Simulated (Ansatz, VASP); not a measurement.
# One calculation of PbS, two programs

INCAR

```
SYSTEM = PbS
PREC = Accurate
ENCUT = 600
EDIFF = 1E-6
ISMEAR = 0
SIGMA = 0.01
LREAL = .False.
LASPH = .True.
NELM = 80
ALGO = Normal
ISIF = 3
LWAVE = .False.
LCHARG = .False.
GGA = PE
IBRION = 2
NSW = 80
EDIFFG = -0.001
```

Contents of KPOINTS:

```
Automatic mesh
0
Gamma
  10 10 10
  0 0 0
```

File POSCAR:

```
PbS
1.0
    0.0000000000      3.0045094525      3.0045094525
    3.0045094525      0.0000000000      3.0045094525
    3.0045094525      3.0045094525      0.0000000000
Pb S
1 1
Direct
    0.0000000000      0.0000000000      0.0000000000
    0.5000000000      0.5000000000      0.5000000000
```

Input for Ansatz:

```yaml
crystal:
  lattice:
    - [0.0, 3.0045094525, 3.0045094525]
    - [3.0045094525, 0.0, 3.0045094525]
    - [3.0045094525, 3.0045094525, 0.0]
  atoms:
    - { symbol: Pb, position: [0.0, 0.0, 0.0] }
    - { symbol: S, position: [0.5, 0.5, 0.5] }
basis:
  ecutwfc: 420
kpoints:
  mp_grid: { grid: [10, 10, 10] }
hamiltonian:
  xc: pbe
scf:
  occupations: { method: fixed }
output:
  forces: true
  stress: true
  eigenvalues: true
  write_density: true
  write_potential: true
  elf: true
  volumetric_format: npy
relax:
  adjacent_minimum: "off"
  f_tol: 0.001
  max_steps: 60
  cell: { stress_tol: 0.01 }
```

Alike in both runs: task relaxation of cell and atoms; functional PBE; k mesh 10 × 10 × 10; no spin polarisation.

```csv
,VASP,Ansatz
version,VASP 6.6.1,Ansatz 0.2.0
potentials or method,"VASP PAW PBE potentials, release 64 (Pb_d, S), cutoff 600 eV","scalar-relativistic, plane waves, PAW"
occupations,"gaussian, width 0.01 eV",fixed
valence electrons in the cell,20,20
```

VASP gave:

```
gap on the k mesh at the Fermi level, each at its own relaxed structure (eV) : 0.50
relaxed volume (Å³/atom)                                                     : 27.11
relaxed cell length with the largest relative difference (Å)                 : 4.248
```

Which values does Ansatz return?

gap on the k mesh at the Fermi level, each at its own relaxed structure (eV): 0.49; relaxed volume (Å³/atom): 27.12; relaxed cell length with the largest relative difference (Å): 4.249.

Spin-orbit coupling is off throughout.
